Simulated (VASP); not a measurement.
## Bi2Te2O: single point with PBE

Bi2Te2O:

```xyz
5
Lattice="5.1754 0.0000 0.0000 -2.5877 4.4820 0.0000 0.0000 0.0000 6.5334" Properties=species:S:1:pos:R:3 pbc="T T T"
Bi    0.0000    2.9880    3.2667
Bi    2.5877    1.4940    3.2667
Te    0.0000    2.9880    0.0000
Te    2.5877    1.4940    0.0000
O     0.0000    0.0000    0.0000
```

The cell was generated, and may not be a known phase.

```json
{
  "Program": "VASP 6.6.1",
  "Task": "single point",
  "Functional": "PBE",
  "Potentials or basis": "VASP PAW PBE potentials, release 64 (Bi_d, Te, O)",
  "Cutoff": "520 eV",
  "k mesh": "12 × 12 × 6",
  "Occupations": "gaussian, width 0.1 eV",
  "Spin": "no spin polarisation",
  "Dipole correction": "no",
  "Further INCAR settings": "ALGO = Normal; EDIFF = 1e-06; NBANDS = 32"
}
```

- Pressure: -0.1 GPa
- Band gap on the k mesh: zero (bands 24 and 25 overlap by 1.05 eV)

Levels at points of the mesh, in eV from the Fermi level:
```tsv
k point	band 21	band 22	band 23	band 24	band 25	band 26	band 27	band 28
(0.00, 0.00, 0.00)	-2.12	-2.12	-2.00	-0.40	1.48	1.48	1.82	2.94
(0.50, 0.00, 0.00)	-1.08	-0.95	-0.65	-0.26	1.19	2.02	2.72	3.65
(0.00, 0.00, 0.50)	-2.48	-2.48	-2.07	-0.25	0.20	1.52	1.52	2.07
(0.50, 0.00, 0.50)	-1.40	-1.29	-0.81	-0.29	-0.15	0.16	1.35	2.17
```

It took 12 min on 1 thread of Intel Xeon 8259CL (shared host), peak memory 0.5 GiB.

Caveat: spin-orbit coupling is left out, which moves the levels of the heavy elements.
